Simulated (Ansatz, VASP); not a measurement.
## Two plane-wave programs on LiCl

File INCAR:

```
  PREC = Accurate
  ENCUT = 520
  EDIFF = 1E-6
  ISMEAR = 0
  SIGMA = 0.1
  LREAL = F
  LASPH = T
  NELM = 60
  ALGO = Normal
  ISIF = 2
  LWAVE = F
  LCHARG = T
  GGA = PE
  LELF = T
  LVHAR = T
  NBANDS = 42
```

File KPOINTS:

```
Automatic mesh
0
Gamma
  4 4 4
```

Contents of POSCAR:

```
LiCl
1.0
    6.0737644100      0.0000000000      0.0000000000
    0.0000000000      6.0737644100      0.0000000000
    0.0000000000      0.0000000000      6.0737644100
Li Cl
6 6
Direct
    0.7500000000      0.5000000000      0.0000000000
    0.5000000000      0.0000000000      0.7500000000
    0.0000000000      0.7500000000      0.5000000000
    0.0000000000      0.2500000000      0.5000000000
    0.2500000000      0.5000000000      0.0000000000
    0.5000000000      0.0000000000      0.2500000000
    0.5000000000      0.7500000000      0.0000000000
    0.7500000000      0.0000000000      0.5000000000
    0.0000000000      0.5000000000      0.7500000000
    0.2500000000      0.0000000000      0.5000000000
    0.0000000000      0.5000000000      0.2500000000
    0.5000000000      0.2500000000      0.0000000000
```

Input for Ansatz:

```yaml
crystal:
  lattice:
    - [6.07376441, 0.0, 0.0]
    - [0.0, 6.07376441, 0.0]
    - [0.0, 0.0, 6.07376441]
  atoms:
    - { symbol: Li, position: [0.75, 0.5, 0.0] }
    - { symbol: Li, position: [0.5, 0.0, 0.75] }
    - { symbol: Li, position: [0.0, 0.75, 0.5] }
    - { symbol: Li, position: [0.0, 0.25, 0.5] }
    - { symbol: Li, position: [0.25, 0.5, 0.0] }
    - { symbol: Li, position: [0.5, 0.0, 0.25] }
    - { symbol: Cl, position: [0.5, 0.75, 0.0] }
    - { symbol: Cl, position: [0.75, 0.0, 0.5] }
    - { symbol: Cl, position: [0.0, 0.5, 0.75] }
    - { symbol: Cl, position: [0.25, 0.0, 0.5] }
    - { symbol: Cl, position: [0.0, 0.5, 0.25] }
    - { symbol: Cl, position: [0.5, 0.25, 0.0] }
basis:
  ecutwfc: 420
kpoints:
  mp_grid: { grid: [4, 4, 4] }
hamiltonian:
  xc: pbe
scf:
  occupations: { method: gaussian, width: 0.1 }
  lower_state_search: "off"
output:
  forces: true
  stress: true
  eigenvalues: true
```

Alike in both runs: task single point; functional PBE; k mesh 4 × 4 × 4; occupations gaussian, width 0.1 eV; no spin polarisation.

|  | VASP | Ansatz |
| --- | --- | --- |
| version | VASP 6.6.1 | Ansatz 0.2.0 |
| potentials or method | VASP PAW PBE potentials, release 64 (Li_sv, Cl), cutoff 520 eV | scalar-relativistic, plane waves, PAW |
| valence electrons in the cell | 60 | 60 |

```tsv
	VASP	Ansatz	Ansatz less VASP
gap on the k mesh at the Fermi level (eV)	5.60	5.60	-0.001
least direct gap on the mesh (eV)	5.60	5.60	-0.001
```

With one functional, cell and mesh, what is left measures potentials, basis and numerics.

Noted on VASP's run: the cutoff is under 1.25 times that of the potentials, so the pressure is a little rough.
